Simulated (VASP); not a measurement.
CsI: relaxation of the atoms with PBEsol

The system is CsI.

```
Cs I
1.0
     4.50319    0.01126    0.01126
     0.01126    4.50319    0.01126
     0.01126    0.01126    4.50319
Cs I
1 1
Direct
  0.00000 0.00000 0.00000
  0.50000 0.50000 0.50000
```

This cell differs from its parent crystal: equal xy, yz and zx engineering shears of +0.5 %.

* Program: VASP 6.6.1
* Task: relaxation of the atoms
* Functional: PBEsol
* Potentials or basis: VASP PAW PBE potentials, release 64 (Cs_sv, I)
* Cutoff: 450 eV
* k mesh: 6 × 6 × 6
* Occupations: gaussian, width 0.01 eV
* Spin: no spin polarisation
* Dipole correction: no
* Further INCAR settings: ALGO = Normal; EDIFF = 1e-07; IBRION = 2; EDIFFG = -0.002; NSW = 50

| Property | Result |
| --- | --- |
| Pressure after relaxing | 0.1 GPa |
| Band gap on the k mesh | 3.84 eV (least direct gap 3.92 eV) |

Final structure:
```cif
data_structure
_symmetry_space_group_name_H-M 'P 1'
_symmetry_Int_Tables_number 1
_cell_length_a 4.5032
_cell_length_b 4.5032
_cell_length_c 4.5032
_cell_angle_alpha 89.713
_cell_angle_beta 89.713
_cell_angle_gamma 89.713
_cell_volume 91.32
loop_
_atom_site_label
_atom_site_type_symbol
_atom_site_fract_x
_atom_site_fract_y
_atom_site_fract_z
_atom_site_occupancy
Cs1 Cs 0.00000 0.00000 0.00000 1
I1 I 0.50000 0.50000 0.50000 1
```

Levels at points of the mesh, in eV from the valence-band top:
```
           k point  band 4  band 5  band 6  band 7  band 8  band 9  band 10  band 11  band 12
(0.00, 0.00, 0.00)   -6.99   -6.99   -0.08   -0.08   -0.08    3.84     4.01     4.01     7.81
(0.50, 0.00, 0.00)   -6.91   -6.91   -1.71   -0.28   -0.27    5.09     6.52     6.68     6.83
(0.50, 0.50, 0.00)   -7.42   -6.86   -0.91   -0.90    0.00    4.11     4.83     6.04     6.05
(0.50, 0.50, 0.50)   -7.28   -7.28   -1.45   -1.45   -1.45    7.15     7.21     7.21     7.97
```

Wall time 20 s on 1 thread of Intel(R) Xeon(R) Platinum 8259CL CPU @ 2.50GHz (Skylake/Cascade Lake), with other jobs on the host, peak memory 0.18 GiB.

Caveat: the cell differs from its parent crystal (equal xy, yz and zx engineering shears of +0.5 %); the relaxation stopped at its first step, so nothing moved; the PAW data sets were made with another functional, which shifts forces and pressure a little; spin-orbit coupling is left out, which moves the levels of the heavy elements. A k mesh can miss the band edges.
